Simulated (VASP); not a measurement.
# NaCl (Fm-3m) in VASP: a series of runs

NaCl is run at these levels: PBEsol; tasks: single point, relaxation of cell and atoms.

All numbers are computed with VASP 6.6.1; they aren't measurements. Logs are shortened: lines on timing, memory, paths and dates and some standing lists are left out, and cuts for length are marked.

## (1) The cell of the first run

Symmetry: Fm-3m, No. 225, cubic system. The conventional cell has a = 5.602 Å, b = 5.602 Å, c = 5.602 Å, α = 90.00°, β = 90.00°, γ = 90.00°. Within 3.7 Å of Na (site symmetry m-3m) lie 6 Cl at 2.80 Å. Cl (site symmetry m-3m) has 6 Na at 2.80 Å within 3.7 Å.

## (2) Single point, PBEsol

Contents of INCAR:

```
SYSTEM = NaCl
  PREC = Accurate
  ENCUT = 520
  EDIFF = 1E-6
  ISMEAR = -1
  SIGMA = 0.1
  LREAL = .False.
  LASPH = .True.
  NELM = 60
  ALGO = Normal
  ISIF = 2
  LWAVE = .False.
  LCHARG = .False.
  GGA = PS
  NBANDS = 14
```

Contents of KPOINTS:

```
regular mesh
0
Gamma
  10 10 10
  0 0 0
```

Contents of POSCAR:

```
NaCl
1.0
    0.0000000000      2.8009526174      2.8009526174
    2.8009526174      0.0000000000      2.8009526174
    2.8009526174      2.8009526174      0.0000000000
Na Cl
1 1
Direct
    0.0000000000      0.0000000000      0.0000000000
    0.5000000000      0.5000000000      0.5000000000
```

Potentials or basis: VASP PAW PBE potentials, release 64 (Na_pv, Cl).

Started as:

```console
> cat potpaw_PBE.64/Na_pv/POTCAR potpaw_PBE.64/Cl/POTCAR > POTCAR
> mpirun -np 1 vasp_std > vasp.out
```

OUTCAR:

```text
SYSTEM = NaCl
   PREC = Accurate
   ENCUT = 520
   EDIFF = 1E-6
   ISMEAR = -1
   LREAL = .False.
   LASPH = .True.
   NELM = 60
   ISIF = 2
   GGA = PS

 ion  position               nearest neighbor table
   1  0.000  0.000  0.000-
   2  0.500  0.500  0.500-

  LATTYP: Found a face centered cubic cell.
 ALAT       =     5.6019052348

  Lattice vectors:

 A1 = (   0.0000000000,   2.8009526174,   2.8009526174)
 A2 = (   2.8009526174,   0.0000000000,   2.8009526174)
 A3 = (   2.8009526174,   2.8009526174,   0.0000000000)

Analysis of symmetry for initial positions (statically):
=====================================================================
 Subroutine PRICEL returns:
 Original cell was already a primitive cell.

 Routine SETGRP: Setting up the symmetry group for a
 face centered cubic supercell.

 Subroutine GETGRP returns: Found 48 space group operations
 (whereof 48 operations were pure point group operations)
 out of a pool of 48 trial point group operations.

The static configuration has the point symmetry O_h .

Analysis of symmetry for dynamics (positions and initial velocities):
=====================================================================
 Subroutine PRICEL returns:
 Original cell was already a primitive cell.

 Routine SETGRP: Setting up the symmetry group for a
 face centered cubic supercell.

 Subroutine GETGRP returns: Found 48 space group operations
 (whereof 48 operations were pure point group operations)
 out of a pool of 48 trial point group operations.

The dynamic configuration has the point symmetry O_h .

 Subroutine INISYM returns: Found 48 space group operations
 (whereof 48 operations are pure point group operations),
 and found     1 'primitive' translations

----------------------------------------------------------------------------------------

                                     Primitive cell

  volume of cell :      43.9488

  direct lattice vectors                    reciprocal lattice vectors
     0.000000000  2.800952617  2.800952617    -0.178510696  0.178510696  0.178510696
     2.800952617  0.000000000  2.800952617     0.178510696 -0.178510696  0.178510696
     2.800952617  2.800952617  0.000000000     0.178510696  0.178510696 -0.178510696

  length of vectors
     3.961145179  3.961145179  3.961145179     0.309189594  0.309189594  0.309189594

  position of ions in fractional coordinates (direct lattice)
     0.000000000  0.000000000  0.000000000
     0.500000000  0.500000000  0.500000000

  ion indices of the primitive-cell ions
[... 85 lines left out ...]
   PSTRESS=    0.0 pullay stress
   NELECT =      14.0000    total number of electrons
   NUPDOWN=      -1.0000    fix difference up-down
   EMIN   =  10.00;   EMAX   =-10.00  energy-range for DOS
   EFERMI =   0.00;   METHOD = LEGACY
   ISMEAR =    -1;   SIGMA  =   0.10  broadening in eV -4-tet -1-fermi 0-gaus
   EFERMI_NEDOS =   21; number of points for ismear=-14 and -15
   IALGO  =     38    algorithm
   IMIX   =      4    mixing-type and parameters
     AMIX     =   0.40;   BMIX     =  1.00
     AMIX_MAG =   1.60;   BMIX_MAG =  1.00
  volume/ion in A,a.u.               =      21.97       148.29
  Fermi-wavevector in a.u.,A,eV,Ry     =   1.118069  2.112843 17.008333  1.250077
  Thomas-Fermi vector in A             =   2.254697
   LORBIT       =      0    0 simple, 1 ext, 2 COOP (PROOUT), +10 PAW based schemes
   GGA     = PS    functional components
   LHFCALC =     F    Hartree Fock is set to
   AEXX    =    0.0000 exact exchange contribution
   IVDW    =     0    specifies the selected vdW correction
   LEPSILON=     F    determine dielectric tensor
   LRPA    =     F    only Hartree local field effects (RPA)
 non-spin polarized calculation
  energy-cutoff  :      520.00
  volume of cell :       43.95
 maximum number of plane-waves:      1243
 NGX is ok and might be reduce to    30
   NGX = 15   NGY = 15   NGZ = 15

 number of electron      14.0000004 magnetization

 Free energy of the ion-electron system (eV)
  ---------------------------------------------------
  ext. energy  EPLUGINS =         0.00000000
  ---------------------------------------------------
  free energy    TOTEN  =        -6.99828893 eV

  energy without entropy =       -6.99828893  energy(sigma->0) =       -6.99828893

 E-fermi :   1.4928     XC(G=0):  -8.4234

 val. band max:       -0.6664858466   @ k =   0.0000   0.0000   0.0000
 cond. band min:       4.3403192182   @ k =   0.0000   0.0000   0.0000
 fundamental gap:      5.0068050648
 Fermi energy:         1.4928304355

 k-point     1 :       0.0000    0.0000    0.0000
  band No.  band energies     occupation
      1     -21.2802      2.00000
      2     -21.2802      2.00000
      3     -21.2802      2.00000
      4     -13.3579      2.00000
      5      -0.6665      2.00000
      6      -0.6665      2.00000
      7      -0.6665      2.00000
      8       4.3403      0.00000
      9      10.3503      0.00000
     10      10.3503      0.00000
     11      10.3503      0.00000
     12      12.5979      0.00000
     13      12.5979      0.00000
     14      14.0045      0.00000
[... 377 lines left out ...]
      1     -21.3009      2.00000
      2     -21.2880      2.00000
      3     -21.2871      2.00000
      4     -13.0106      2.00000
      5      -2.2164      2.00000
      6      -1.2488      2.00000
      7      -1.1662      2.00000
      8       7.1023      0.00000
      9       7.7609      0.00000
     10       9.7013      0.00000
     11      12.3754      0.00000
     12      12.9549      0.00000
     13      14.5707      0.00000
     14      17.3672      0.00000

 [... further k-points ...]

------------------------ aborting loop because EDIFF is reached ----------------------------------------

  FORCE on cell =-STRESS in cart. coord.  units (eV):
  Direction    XX          YY          ZZ          XY          YZ          ZX
  --------------------------------------------------------------------------------------
  -------------------------------------------------------------------------------------
  Total        0.0065145      0.0065145      0.0065145     -0.0000000      0.0000000      0.0000000
  in kB        0.2374886      0.2374886      0.2374886     -0.0000000      0.0000000      0.0000000
  external PRESSURE =       0.2374886 kB  Pullay stress =       0.0000000 kB

 VOLUME and BASIS-vectors are now :
 -----------------------------------------------------------------------------
  energy-cutoff  :      520.00
  volume of cell :       43.95
      direct lattice vectors                 reciprocal lattice vectors
     0.000000000  2.800952617  2.800952617    -0.178510696  0.178510696  0.178510696
     2.800952617  0.000000000  2.800952617     0.178510696 -0.178510696  0.178510696
     2.800952617  2.800952617  0.000000000     0.178510696  0.178510696 -0.178510696

 POSITION                                       TOTAL-FORCE (eV/Angst)
 -----------------------------------------------------------------------------------
      0.00000      0.00000      0.00000         0.000000      0.000000      0.000000
      2.80095      2.80095      2.80095         0.000000      0.000000     -0.000000
 -----------------------------------------------------------------------------------
    total drift:                               -0.000000      0.000000      0.000000

  FREE ENERGIE OF THE ION-ELECTRON SYSTEM (eV)
  ---------------------------------------------------
  free  energy   TOTEN  =        -6.9982889344 eV

  energy  without entropy=       -6.9982889342  energy(sigma->0) =       -6.99828893
```

Wall time 26 s (1 thread of Intel Xeon Platinum 8259CL at 2.50GHz (Skylake/Cascade Lake), shared host); peak memory 0.17 GiB.

Results:

| Item | Value |
| --- | --- |
| Free energy | -6.9983 eV |
| Pressure | 0.0 GPa |
| Band gap on the k mesh | 5.01 eV |

Caveat: the PAW data sets were made with another functional, which shifts forces and pressure a little. A k mesh can miss the band edges.

## (3) Relaxation of cell and atoms, PBEsol

This run uses another cell than the first one, of 22.19 Å³/atom.

Contents of INCAR:

```
ALGO     = Normal         # electronic algorithm
EDIFF    = 1E-7           # SCF threshold, eV
EDIFFG   = -0.002         # ionic threshold
ENCUT    = 600            # plane-wave cutoff, eV
GGA      = PS             # functional
IBRION   = 2              # ionic algorithm
ISIF     = 3              # what is computed and relaxed
ISMEAR   = -1             # smearing method
LASPH    = True           # aspherical terms in the spheres
LCHARG   = False          # write CHGCAR
LREAL    = False          # projectors in reciprocal space
LWAVE    = False          # write WAVECAR
NELM     = 60             # most SCF steps
NSW      = 100            # ionic steps
PREC     = Accurate       # precision mode
SIGMA    = 0.1            # smearing width, eV
```

Contents of KPOINTS:

```
k-points
0
Gamma
  10 10 10
```

Contents of POSCAR:

```
NaCl
1.0
    0.0000000000      2.8100000000      2.8100000000
    2.8100000000      0.0000000000      2.8100000000
    2.8100000000      2.8100000000      0.0000000000
Na Cl
1 1
Direct
    0.0000000000      0.0000000000      0.0000000000
    0.5000000000      0.5000000000      0.5000000000
```

Potentials or basis: VASP PAW PBE potentials, release 64 (Na_pv, Cl).

Started as:

```console
> cat potpaw_PBE.64/Na_pv/POTCAR potpaw_PBE.64/Cl/POTCAR > POTCAR
> mpirun -np 1 vasp_std > vasp.out
```

It took 46 s on 1 thread of Intel Xeon Platinum 8259CL at 2.50GHz (Skylake/Cascade Lake), shared host; peak memory 0.18 GiB.

Results (log left out):

* Free energy: -6.9987 eV
* Relaxed volume: 22.01 Å³/atom
* Relaxed cell: a = 3.964 Å, b = 3.964 Å, c = 3.964 Å, α = 60.00°, β = 60.00°, γ = 60.00°
* Space group after relaxing (to 0.1 Å): Fm-3m (No. 225)
* Energy gained by relaxing: 0.1 meV/atom
* Ionic steps: 4
* Pressure after relaxing: 0.0 GPa
* Band gap on the k mesh: 5.00 eV

The path:
```
step  energy change (eV)  largest force (eV/Å)  pressure (GPa)  volume (Å³)
   1              0.0000                0.0000           -0.20        44.38
   2             -0.0002                0.0000           -0.10        44.20
   3             -0.0002                0.0000           -0.02        44.07
   4             -0.0002                0.0000            0.00        44.03
```

Final structure:
```yaml
crystal:
  lattice:
    - [0.00000, 2.80268, 2.80268]
    - [2.80268, 0.00000, 2.80268]
    - [2.80268, 2.80268, 0.00000]
  atoms:
    - { symbol: Na, position: [0.00000, 0.00000, 0.00000] }
    - { symbol: Cl, position: [0.50000, 0.50000, 0.50000] }
```

Levels at points of the mesh, in eV from the valence-band top:
| k point | band 5 | band 6 | band 7 | band 8 | band 9 | band 10 |
| --- | --- | --- | --- | --- | --- | --- |
| (0.00, 0.00, 0.00) | 0.00 | 0.00 | 0.00 | 5.00 | 11.02 | 11.02 |
| (0.50, 0.00, 0.00) | -2.03 | -0.28 | -0.28 | 7.11 | 10.65 | 10.91 |
| (0.50, 0.50, 0.00) | -1.75 | -0.63 | -0.63 | 7.49 | 7.87 | 11.26 |

Caveat: the PAW data sets were made with another functional, which shifts forces and pressure a little. A k mesh can miss the band edges.
